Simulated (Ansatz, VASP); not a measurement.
One calculation of Ti, two programs

File INCAR:

```
PREC = Accurate
ENCUT = 520
EDIFF = 1E-8
ISMEAR = -1
SIGMA = 0.08
LREAL = False
LASPH = True
NELM = 100
ALGO = Normal
ISIF = 2
LWAVE = False
LCHARG = False
GGA = PE
LEFG = True
NBANDS = 19
```

Contents of KPOINTS:

```
regular mesh
0
Gamma
  13 13 7
```

The input POSCAR:

```
Ti
1.0
    3.0384977962      0.0000000000      0.0000000000
   -1.5192488981      2.6314162808      0.0000000000
    0.0000000000      0.0000000000      4.6860000000
Ti
2
Direct
    0.3333333333      0.6666666667      0.2500000000
    0.6666666667      0.3333333333      0.7500000000
```

Input for Ansatz:

```yaml
crystal:
  lattice:
    - [3.0384977962, 0.0, 0.0]
    - [-1.5192488981, 2.6314162808, 0.0]
    - [0.0, 0.0, 4.686]
  atoms:
    - { symbol: Ti, position: [0.3333333333, 0.6666666667, 0.25] }
    - { symbol: Ti, position: [0.6666666667, 0.3333333333, 0.75] }
kpoints:
  mp_grid: { grid: [13, 13, 7] }
scf:
  occupations: { method: fermi_dirac, width: 0.08 }
hamiltonian:
  xc: pbe
  pseudopotentials: { kind: paw }
output:
  forces: true
  stress: true
  eigenvalues: true
  efg: { contact_densities: true }
  write_density: true
  write_potential: true
  elf: true
  volumetric_format: npy
```

Change from the starting cell: equal xx and yy strain of +3 %, PAW files.

Alike in both runs: task electric field gradients; functional PBE; k mesh 13 × 13 × 7; occupations fermi-dirac, width 0.08 eV; no spin polarisation.

|  | VASP | Ansatz |
| --- | --- | --- |
| version | VASP 6.6.1 | Ansatz 0.2.0 |
| potentials or method | VASP PAW PBE potentials, release 64 (Ti_sv) | PAW with Ansatz's default frozen-core files, scalar-relativistic |
| plane-wave cutoff (eV) | 520 | 420 |
| valence electrons in the cell | 24 | 24 |

|  | VASP | Ansatz | Ansatz less VASP |
| --- | --- | --- | --- |
| pressure (GPa) | -7.3 | -7.1 | +0.18 |
| traceless stress, the component that is largest in VASP (GPa) | 1.57 | 1.58 | +0.012 |
| size of Vzz on the site where it differs most (V/Å²) | 18.4 | 20.3 | +1.83 |
